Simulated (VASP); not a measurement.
# Be2SO3 (P6/mmm) in VASP: a series of runs

Be2SO3 is run at these levels: PBE; tasks: relaxation of cell and atoms, single point.

All numbers are computed with VASP 6.6.1; they aren't measurements. Logs are shortened: lines on timing, memory, paths and dates and some standing lists are left out, and cuts for length are marked.

## Step 1: The cell of the first run

The structure is hexagonal, space group P6/mmm (No. 191). Conventional cell: a = 4.792 Å, b = 4.792 Å, c = 2.480 Å, α = 90.00°, β = 90.00°, γ = 120.00°. Be (site symmetry -6m2) has 6 O at 1.86 Å and 2 Be at 2.48 Å within 2.5 Å. S (site symmetry 6/mmm) has 6 O at 2.40 Å and 2 S at 2.48 Å and 12 Be at 3.03 Å within 3.2 Å. Within 2.5 Å of O (site symmetry mmm) lie 4 Be at 1.86 Å and 6 O at 2.40 to 2.48 Å and 2 S at 2.40 Å.

The cell was built from a structure type or drawn by symmetry, and may not be a known phase.

## Step 2: Relaxation of cell and atoms, PBE

File INCAR:

```
PREC     = Accurate       # precision mode
ENCUT    = 600            # plane-wave cutoff, eV
EDIFF    = 1E-7           # SCF threshold, eV
ISMEAR   = 0              # smearing method
SIGMA    = 0.1            # smearing width, eV
LREAL    = F              # projectors in reciprocal space
LASPH    = T              # aspherical terms in the spheres
NELM     = 80             # most SCF steps
ALGO     = Normal         # electronic algorithm
ISIF     = 3              # what is computed and relaxed
LWAVE    = F              # write WAVECAR
LCHARG   = F              # write CHGCAR
GGA      = PE             # functional
IBRION   = 2              # ionic algorithm
NSW      = 90             # ionic steps
EDIFFG   = -0.04          # ionic threshold
```

File KPOINTS:

```
regular mesh
0
Gamma
  6 6 8
```

File POSCAR:

```
Be2SO3
1.0
    4.7917806182      0.0000000000      0.0000000000
   -2.3958903091      4.1498037447      0.0000000000
    0.0000000000      0.0000000000      2.4800027173
Be S O
2 1 3
Direct
    0.3333333333      0.6666666667      0.5000000000
    0.6666666667      0.3333333333      0.5000000000
    0.0000000000      0.0000000000      0.0000000000
    0.5000000000      0.0000000000      0.0000000000
    0.0000000000      0.5000000000      0.0000000000
    0.5000000000      0.5000000000      0.0000000000
```

Potentials or basis: VASP PAW PBE potentials, release 64 (Be, S, O).

Launch:

```
cat potpaw_PBE.64/Be/POTCAR potpaw_PBE.64/S/POTCAR potpaw_PBE.64/O/POTCAR > POTCAR
mpirun -np 1 vasp_std > vasp.out
```

OUTCAR:

```text
PREC = Accurate
   ENCUT = 600
   EDIFF = 1E-7
   ISMEAR = 0
   LREAL = F
   LASPH = T
   NELM = 80
   ISIF = 3
   GGA = PE
   IBRION = 2
   NSW = 90
   EDIFFG = -0.04

 ion  position               nearest neighbor table
   1  0.333  0.667  0.500-   4 1.86   4 1.86   5 1.86   5 1.86   6 1.86   6 1.86
   2  0.667  0.333  0.500-   4 1.86   4 1.86   5 1.86   5 1.86   6 1.86   6 1.86
   3  0.000  0.000  0.000-
   4  0.500  0.000  0.000-   1 1.86   2 1.86   1 1.86   2 1.86
   5  0.000  0.500  0.000-   1 1.86   2 1.86   1 1.86   2 1.86
   6  0.500  0.500  0.000-   1 1.86   2 1.86   1 1.86   2 1.86

  LATTYP: Found a hexagonal cell.
 ALAT       =     4.7917806182
 C/A-ratio  =     0.5175534764

  Lattice vectors:

 A1 = (   4.7917806182,   0.0000000000,   0.0000000000)
 A2 = (  -2.3958903091,   4.1498037447,   0.0000000000)
 A3 = (   0.0000000000,   0.0000000000,   2.4800027173)

Analysis of symmetry for initial positions (statically):
=====================================================================
 Subroutine PRICEL returns:
 Original cell was already a primitive cell.

 Routine SETGRP: Setting up the symmetry group for a
 hexagonal supercell.

 Subroutine GETGRP returns: Found 24 space group operations
 (whereof 24 operations were pure point group operations)
 out of a pool of 24 trial point group operations.

The static configuration has the point symmetry D_6h.

Analysis of symmetry for dynamics (positions and initial velocities):
=====================================================================
 Subroutine PRICEL returns:
 Original cell was already a primitive cell.

 Routine SETGRP: Setting up the symmetry group for a
 hexagonal supercell.

 Subroutine GETGRP returns: Found 24 space group operations
 (whereof 24 operations were pure point group operations)
 out of a pool of 24 trial point group operations.

The dynamic configuration has the point symmetry D_6h.

 Subroutine INISYM returns: Found 24 space group operations
 (whereof 24 operations are pure point group operations),
 and found     1 'primitive' translations

----------------------------------------------------------------------------------------

                                     Primitive cell

  volume of cell :      49.3147

  direct lattice vectors                    reciprocal lattice vectors
     4.791780618  0.000000000  0.000000000     0.208690689  0.120487626  0.000000000
    -2.395890309  4.149803745  0.000000000     0.000000000  0.240975251  0.000000000
[... 106 lines left out ...]
   EMIN   =  10.00;   EMAX   =-10.00  energy-range for DOS
   EFERMI =   0.00;   METHOD = LEGACY
   ISMEAR =     0;   SIGMA  =   0.10  broadening in eV -4-tet -1-fermi 0-gaus
   EFERMI_NEDOS =   21; number of points for ismear=-14 and -15
   IALGO  =     38    algorithm
   IMIX   =      4    mixing-type and parameters
     AMIX     =   0.40;   BMIX     =  1.00
     AMIX_MAG =   1.60;   BMIX_MAG =  1.00
  volume/ion in A,a.u.               =       8.22        55.47
  Fermi-wavevector in a.u.,A,eV,Ry     =   1.355612  2.561735 25.003195  1.837683
  Thomas-Fermi vector in A             =   2.482685
   LORBIT       =      0    0 simple, 1 ext, 2 COOP (PROOUT), +10 PAW based schemes
   GGA     = PE    functional components
   LHFCALC =     F    Hartree Fock is set to
   AEXX    =    0.0000 exact exchange contribution
   IVDW    =     0    specifies the selected vdW correction
   LEPSILON=     F    determine dielectric tensor
   LRPA    =     F    only Hartree local field effects (RPA)
 conjugate gradient relaxation of ions
 non-spin polarized calculation
 Gauss-broadening in eV      SIGMA  =   0.10
  energy-cutoff  :      600.00
  volume of cell :       49.31
 maximum number of plane-waves:      1684
 NGX is ok and might be reduce to    40
   NGX = 19   NGY = 19   NGZ =  9

--------------------------------------- Ionic step        1  -------------------------------------------

 number of electron      27.9999994 magnetization

 Free energy of the ion-electron system (eV)
  ---------------------------------------------------
  ext. energy  EPLUGINS =         0.00000000
  ---------------------------------------------------
  free energy    TOTEN  =       -32.23297765 eV

  energy without entropy =      -32.22907397  energy(sigma->0) =      -32.23102581

------------------------ aborting loop because EDIFF is reached ----------------------------------------

  FORCE on cell =-STRESS in cart. coord.  units (eV):
  Direction    XX          YY          ZZ          XY          YZ          ZX
  --------------------------------------------------------------------------------------
  -------------------------------------------------------------------------------------
  Total        0.8913871      0.8913871     -2.9903802      0.0000000     -0.0000000      0.0000000
  in kB       28.9601145     28.9601145    -97.1539232      0.0000000     -0.0000000      0.0000000
  external PRESSURE =     -13.0778981 kB  Pullay stress =       0.0000000 kB
[... 67 lines left out ...]
--------------------------------------- Ionic step        3  -------------------------------------------

 number of electron      27.9999992 magnetization

 Free energy of the ion-electron system (eV)
  ---------------------------------------------------
  ext. energy  EPLUGINS =         0.00000000
  ---------------------------------------------------
  free energy    TOTEN  =       -32.26418451 eV

  energy without entropy =      -32.25661530  energy(sigma->0) =      -32.26039991

 E-fermi :   6.1654     XC(G=0): -11.6650

 val. band max:        6.1210094967   @ k =   0.5000   0.0000   0.5000
 cond. band min:       6.1916852619   @ k =   0.1667   0.1667   0.0000
 fundamental gap:      0.0706757652
 Fermi energy:         6.1653994300

 k-point     1 :       0.0000    0.0000    0.0000
  band No.  band energies     occupation
      1     -13.9739      2.00000
      2     -11.4626      2.00000
      3     -11.4626      2.00000
      4      -7.8000      2.00000
      5      -1.5436      2.00000
      6      -1.4650      2.00000
[... 481 lines left out ...]
      5      -0.4971      2.00000
      6       0.1000      2.00000
[... 10 lines left out ...]
     17      12.9060      0.00000
     18      13.5179      0.00000

 [... further k-points ...]

------------------------ aborting loop because EDIFF is reached ----------------------------------------

  FORCE on cell =-STRESS in cart. coord.  units (eV):
  Direction    XX          YY          ZZ          XY          YZ          ZX
  --------------------------------------------------------------------------------------
  -------------------------------------------------------------------------------------
  Total        0.1880987      0.1880987      0.0914664      0.0000000     -0.0000000      0.0000000
  in kB        6.1600587      6.1600587      2.9954390      0.0000000     -0.0000000      0.0000000
  external PRESSURE =       5.1051855 kB  Pullay stress =       0.0000000 kB
[... 21 lines left out ...]
  FREE ENERGIE OF THE ION-ELECTRON SYSTEM (eV)
  ---------------------------------------------------
  free  energy   TOTEN  =       -32.2641845125 eV

  energy  without entropy=      -32.2566153009  energy(sigma->0) =      -32.26039991

 reached required accuracy - stopping structural energy minimisation
```

OSZICAR:

```text
N       E                     dE             d eps       ncg     rms          rms(c)
DAV:   1     0.149704289172E+03    0.14970E+03   -0.16650E+04  1260   0.164E+03
DAV:   2    -0.299908191631E+02   -0.17970E+03   -0.17553E+03  1808   0.323E+02
DAV:   3    -0.374452463067E+02   -0.74544E+01   -0.74024E+01  1608   0.707E+01
[... 28 lines left out ...]
DAV:   4    -0.322641867450E+02    0.27687E-03   -0.78260E-04  1348   0.192E-01    0.298E-02
DAV:   5    -0.322641860162E+02    0.72883E-06   -0.35885E-05  1426   0.451E-02    0.163E-02
DAV:   6    -0.322641848726E+02    0.11436E-05   -0.87699E-06  1372   0.217E-02    0.564E-03
DAV:   7    -0.322641845965E+02    0.27610E-06   -0.16209E-06  1342   0.874E-03    0.248E-03
DAV:   8    -0.322641845125E+02    0.84029E-07   -0.84910E-08   750   0.266E-03
   3 F= -.32264185E+02 E0= -.32260400E+02  d E =-.312069E-01
```

Wall time 45 s (1 thread of AMD EPYC 9R45 (Zen 5), shared host); peak memory 0.17 GiB.

What came out:

```yaml
Free_energy: -32.2642 eV
Relaxed_volume: 8.15 Å³/atom
Relaxed_cell: a = 4.819 Å, b = 4.819 Å, c = 2.432 Å, α = 90.00°, β = 90.00°, γ = 120.00°
Space_group_after_relaxing_to_0.1_Å: P6/mmm (No. 191)
Energy_gained_by_relaxing: 5.2 meV/atom
Ionic_steps: 3
Pressure_after_relaxing: 0.5 GPa
Band_gap_on_the_k_mesh: zero (bands 14 and 15 overlap by 2.53 eV)
```

Step by step:
```
step  energy change (eV)  largest force (eV/Å)  pressure (GPa)  volume (Å³)
   1              0.0000                0.0000           -1.31        49.31
   2             -0.0297                0.0000            1.08        48.82
   3             -0.0312                0.0000            0.51        48.92
```

Final structure:
```cif
data_structure
_symmetry_space_group_name_H-M 'P 1'
_symmetry_Int_Tables_number 1
_cell_length_a 4.8192
_cell_length_b 4.8192
_cell_length_c 2.4324
_cell_angle_alpha 90.000
_cell_angle_beta 90.000
_cell_angle_gamma 120.000
_cell_volume 48.92
loop_
_atom_site_label
_atom_site_type_symbol
_atom_site_fract_x
_atom_site_fract_y
_atom_site_fract_z
_atom_site_occupancy
Be1 Be 0.33333 0.66667 0.50000 1
Be2 Be 0.66667 0.33333 0.50000 1
S1 S 0.00000 0.00000 0.00000 1
O1 O 0.50000 0.00000 0.00000 1
O2 O 0.00000 0.50000 0.00000 1
O3 O 0.50000 0.50000 0.00000 1
```

Levels at points of the mesh, in eV from the Fermi level:
```
           k point  band 10  band 11  band 12  band 13  band 14  band 15  band 16  band 17  band 18
(0.00, 0.00, 0.00)    -1.46    -0.80    -0.05    -0.05     1.91     1.91     4.55     7.98     8.00
(0.50, 0.00, 0.00)    -2.74    -1.12    -0.89    -0.65    -0.06     1.22     4.41     9.14     9.38
(0.00, 0.00, 0.50)    -5.32    -4.99    -0.24    -0.24    -0.18     3.17     3.17     4.44     4.44
(0.50, 0.00, 0.50)    -3.92    -3.21    -2.09    -1.52    -0.27    -0.04     2.58     6.21     7.79
```

## Step 3: Single point, PBE, collinear spin, ferromagnetic start

This run uses another cell than the first one, of 10.87 Å³/atom.

File INCAR:

```
SYSTEM = Be2SO3
PREC = Accurate ; ENCUT = 520
EDIFF = 1E-7 ; ISMEAR = 0
SIGMA = 0.1 ; LREAL = .FALSE.
LASPH = .TRUE. ; NELM = 150
ALGO = Normal ; ISIF = 2
LWAVE = .FALSE. ; LCHARG = .FALSE.
ISPIN = 2 ; MAGMOM = 0 0 0 1 1 1
LORBIT = 11 ; GGA = PE
NBANDS = 27
```

File KPOINTS:

```
regular mesh
0
G
  6 6 4
  0 0 0
```

File POSCAR:

```
Be2SO3
1.0
    4.2007696300      0.0000000000      0.0000000000
   -2.1003848200      3.6379732200      0.0000000000
    0.0000000000      0.0000000000      4.2664254600
Be S O
2 1 3
Direct
    0.3333333300      0.6666666700      0.5000000000
    0.6666666700      0.3333333300      0.5000000000
    0.0000000000      0.0000000000      0.0000000000
    0.5000000000      0.0000000000      0.0000000000
    0.0000000000      0.5000000000      0.0000000000
    0.5000000000      0.5000000000      0.0000000000
```

Potentials or basis: VASP PAW PBE potentials, release 64 (Be, S, O).

Launch:

```
cat potpaw_PBE.64/Be/POTCAR potpaw_PBE.64/S/POTCAR potpaw_PBE.64/O/POTCAR > POTCAR
mpirun -np 1 vasp_std > vasp.out
```

Run time: 35 s. Hardware: 1 thread of AMD EPYC 9R45 (Zen 5), shared host; peak memory 0.19 GiB.

It converged, with:

```
Free energy                                           : -19.9376 eV
Pressure                                              : 2.3 GPa
Net moment                                            : 0.87 μB per cell
Site moments                                          : Be +0.00; S +0.01; O +0.26 μB
Valence electrons inside the program's atomic spheres : Be 0.64; S 3.34; O 4.80
```

Stress tensor (GPa, compression positive):
```
 19.32   0.00   0.00
  0.00  19.32   0.00
  0.00   0.00 -31.67
```

Levels at points of the mesh, in eV from the Fermi level:
Spin up:
```tsv
k point	band 12	band 13	band 14	band 15	band 16	band 17
(0.00, 0.00, 0.00)	-0.59	-0.20	0.37	0.37	1.92	1.92
(0.50, 0.00, 0.00)	-2.09	-1.83	-1.42	-1.03	0.14	0.39
(0.00, 0.00, 0.50)	-0.59	0.38	0.38	0.40	3.25	3.41
(0.50, 0.00, 0.50)	-1.75	-1.72	-0.13	0.40	1.00	1.61
```
Spin down:
```
           k point  band 11  band 12  band 13  band 14  band 15  band 16
(0.00, 0.00, 0.00)    -2.28    -0.30    -0.15     1.40     1.40     1.96
(0.50, 0.00, 0.00)    -2.44    -1.69    -1.55    -1.33    -0.97     0.20
(0.00, 0.00, 0.50)    -0.72    -0.30     0.45     1.41     1.41     3.25
(0.50, 0.00, 0.50)    -2.10    -1.66    -1.41    -0.03     1.15     1.35
```

Caveat: the k points lie up to 0.37 Å⁻¹ apart.

## Step 4: Single point, PBE

This run uses another cell than the first one, of 8.17 Å³/atom.

File INCAR:

```
SYSTEM = Be2SO3
ALGO = Normal
EDIFF = 1E-6
ENCUT = 520
GGA = PE
ISIF = 2
ISMEAR = 0
LASPH = .TRUE.
LCHARG = .FALSE.
LREAL = .FALSE.
LWAVE = .FALSE.
NBANDS = 23
NELM = 80
PREC = Accurate
SIGMA = 0.1
```

File KPOINTS:

```
k-points
0
G
  12 12 16
  0 0 0
```

File POSCAR:

```
Be2SO3
1.0
    4.8336699862      0.0000000000      0.0000000000
   -2.4168349931      4.1860810016      0.0000000000
    0.0000000000      0.0000000000      2.4238235389
Be S O
2 1 3
Direct
    0.3333333333      0.6666666667      0.5000000000
    0.6666666667      0.3333333333      0.5000000000
    0.0000000000      0.0000000000      0.0000000000
    0.5000000000      0.0000000000      0.0000000000
    0.0000000000      0.5000000000      0.0000000000
    0.5000000000      0.5000000000      0.0000000000
```

Launch:

```
cat potpaw_PBE.64/Be/POTCAR potpaw_PBE.64/S/POTCAR potpaw_PBE.64/O/POTCAR > POTCAR
mpirun -np 1 vasp_std > vasp.out
```

It took 1.8 min on 1 thread of AMD EPYC 9R45 (Zen 5), shared host; peak memory 0.25 GiB.

The run converged. Its results:

* Free energy: -32.2030 eV
* Pressure: 0.1 GPa
* Band gap on the k mesh: zero (bands 14 and 15 overlap by 2.46 eV)

Levels at points of the mesh, in eV from the Fermi level:
| k point | band 12 | band 13 | band 14 | band 15 | band 16 | band 17 |
| --- | --- | --- | --- | --- | --- | --- |
| (0.00, 0.00, 0.00) | -0.02 | -0.02 | 1.77 | 1.77 | 4.48 | 7.94 |
| (0.50, 0.00, 0.00) | -0.96 | -0.61 | -0.03 | 1.09 | 4.34 | 9.12 |
| (0.00, 0.00, 0.50) | -0.30 | -0.30 | -0.21 | 3.05 | 3.05 | 4.38 |
| (0.50, 0.00, 0.50) | -2.11 | -1.56 | -0.37 | -0.09 | 2.47 | 6.11 |

(Continued in part 2 of 2.)
